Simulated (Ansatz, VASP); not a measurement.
## Rb2Ag in VASP and in Ansatz

```
Rb Ag
1.0
     4.35550    0.00000    0.00000
     0.00000    4.35550    0.00000
     0.00000    0.00000    6.00277
Rb Ag
2 1
Cartesian
  2.1778 2.1778 0.0000
  0.0000 0.0000 3.0014
  0.0000 0.0000 0.0000
```

Alike in both runs: task relaxation of cell and atoms; functional PBE; k mesh 4 × 4 × 4; occupations gaussian, width 0.1 eV; no spin polarisation.

```csv
,VASP,Ansatz
version,VASP 6.6.1,Ansatz 0.2.0
potentials or method,"VASP PAW PBE potentials, release 64 (Rb_sv, Ag), cutoff 600 eV","scalar-relativistic, plane waves, PAW"
valence electrons in the cell,29,37
```

VASP gave:

* gap on the k mesh at the Fermi level, each at its own relaxed structure (eV): none
* relaxed volume (Å³/atom): 63.13
* relaxed cell length with the largest relative difference (Å): 7.338

Task: Which values does Ansatz return?

Result: gap on the k mesh at the Fermi level, each at its own relaxed structure (eV): none; relaxed volume (Å³/atom): 62.87; relaxed cell length with the largest relative difference (Å): 7.279.

A gap of «none» marks a metal or a gap that the smearing closes. VASP's potentials hold 29 valence electrons a cell and Ansatz's 37, so a difference there can come from the potentials and not from the codes.

The k mesh is coarse, so the values compare programs but aren't converged. Noted on VASP's run: the volume moved by over 15 % at a fixed basis, so the end points are rough.
